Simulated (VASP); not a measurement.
Runs of VASP 6.6.1 on ZnO. The structure is that of space group P6_3mc (No. 186), or close to it. The cells are those of the table. 

| task | level | potentials or basis | cell | cutoff (eV) | second run | gap on the mesh (eV) | pressure (GPa) | largest force (eV/Å) |
| --- | --- | --- | --- | --- | --- | --- | --- | --- |
| single point | PBEsol | VASP PAW PBE potentials, release 64 (Zn, O_h) | a = 3.210, b = 3.210, c = 5.176 Å, angles 90.0, 90.0, 120.0°, 4 atoms | 910 | hard_potentials | 0.72 | 3.7 | - |
| single point | revPBE+D3(BJ) | VASP PAW PBE potentials, release 64 (Zn, O) | a = 3.242, b = 3.242, c = 5.228 Å, angles 90.0, 90.0, 120.0°, 4 atoms | 520 | - | 0.85 | (a) | - |
| relaxation of shape and atoms at fixed volume | revPBE+D3(BJ) | VASP PAW PBE potentials, release 64 (Zn, O) | relaxed from a = 3.258, b = 3.258, c = 5.253 Å, angles 90.0, 90.0, 120.0°, 4 atoms | 600 | - | 0.83 | 1.1 | - |
| single point | revPBE+D3(BJ) | VASP PAW PBE potentials, release 64 (Zn, O) | a = 3.301, b = 3.301, c = 5.328 Å, angles 90.0, 90.0, 120.0°, 4 atoms | 520 | - | (c) | -3.9 | - |
| single point | PBE+D4 | VASP PAW PBE potentials, release 64 (Zn, O_h) | a = 3.230, b = 3.230, c = 5.212 Å, angles 90.0, 90.0, 120.0°, 4 atoms | 910 | hard_potentials | 0.80 | 3.8 | - |
| relaxation of shape and atoms at fixed volume | revPBE+D3(BJ) | VASP PAW PBE potentials, release 64 (Zn, O) | relaxed from a = 3.258, b = 3.258, c = 5.258 Å, angles 90.0, 90.0, 120.0°, 4 atoms | 600 | - | (b) | 0.9 | - |
| single point | RPBE+D4 | VASP PAW PBE potentials, release 64 (Zn, O) | a = 3.257, b = 3.257, c = 5.252 Å, angles 90.0, 90.0, 120.0°, 4 atoms | 520 | - | 0.85 | 1.1 | - |
| single point | RPBE | VASP PAW PBE potentials, release 64 (Zn, O_h) | a = 3.242, b = 3.242, c = 5.228 Å, angles 90.0, 90.0, 120.0°, 4 atoms | 910 | hard_potentials | 0.87 | 10.5 | 0.01 |
| single point | revPBE+D3(BJ) | VASP PAW PBE potentials, release 64 (Zn, O) | a = 3.214, b = 3.214, c = 5.187 Å, angles 90.0, 90.0, 120.0°, 4 atoms | 520 | - | 0.88 | 7.2 | 0.01 |
| relaxation of shape and atoms at fixed volume | RPBE | VASP PAW PBE potentials, release 64 (Zn, O) | relaxed from a = 3.242, b = 3.242, c = 5.228 Å, angles 90.0, 90.0, 120.0°, 4 atoms | 600 | - | 0.87 | 10.5 | 0.01 |
| single point | revPBE+D3(BJ) | VASP PAW PBE potentials, release 64 (Zn, O) | a = 3.236, b = 3.236, c = 5.223 Å, angles 90.0, 90.0, 120.0°, 4 atoms | 520 | - | 0.85 | 4.0 | 0.01 |
| relaxation of shape and atoms at fixed volume | RPBE+D4 | VASP PAW PBE potentials, release 64 (Zn, O) | relaxed from a = 3.235, b = 3.235, c = 5.217 Å, angles 90.0, 90.0, 120.0°, 4 atoms | 600 | - | 0.88 | 3.8 | - |

Alike in all rows: no spin polarisation; k mesh 8 × 8 × 6; smearing gaussian 0.05 eV.

Task: Estimate the missing entries.

Result: (a) 3.3; (b) 0.82; (c) 0.77.

Caveats: the PAW data sets were made with another functional, which shifts forces and pressure a little (some runs); the relaxation stopped at its first step, so nothing moved (some runs); the cutoff is under 1.25 times the usual one of these potentials, so pressure, stress and relaxed cells hold a basis-set (Pulay) error (some runs).

